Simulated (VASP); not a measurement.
B2P3, 25 atoms in the cell. The cell holds a disordered packing, 25 atoms: a = 7.015 Å, b = 7.223 Å, c = 7.246 Å, α = 89.15°, β = 90.07°, γ = 88.87°. 

- Program: VASP 6.6.1
- Task: single point
- Functional: PBE
- Potentials or basis: VASP PAW PBE potentials, release 64 (P, B)
- Cutoff: 520 eV
- k mesh: 1 × 1 × 1, shifted
- Occupations: fermi-dirac, width 0.3447 eV
- Spin: no spin polarisation
- Dipole correction: no
- Further INCAR settings: LREAL = Auto; ALGO = Normal; EDIFF = 1e-06; NBANDS = 70; ISYM = 0

Potentials or basis: VASP PAW PBE potentials, release 64 (P, B).

The run is started by

```sh
$ cat potpaw_PBE.64/P/POTCAR potpaw_PBE.64/B/POTCAR > POTCAR
$ mpirun -np 1 vasp_std > vasp.out
```

Hardware: 1 thread of Intel Xeon 8259CL, on a shared host.

**Question.** How long does it take, and how much memory?

**Answer.** Wall time 67 s on 1 thread of Intel Xeon 8259CL (shared host), peak memory 0.39 GiB. Counts: scf iterations 16, k points 1.
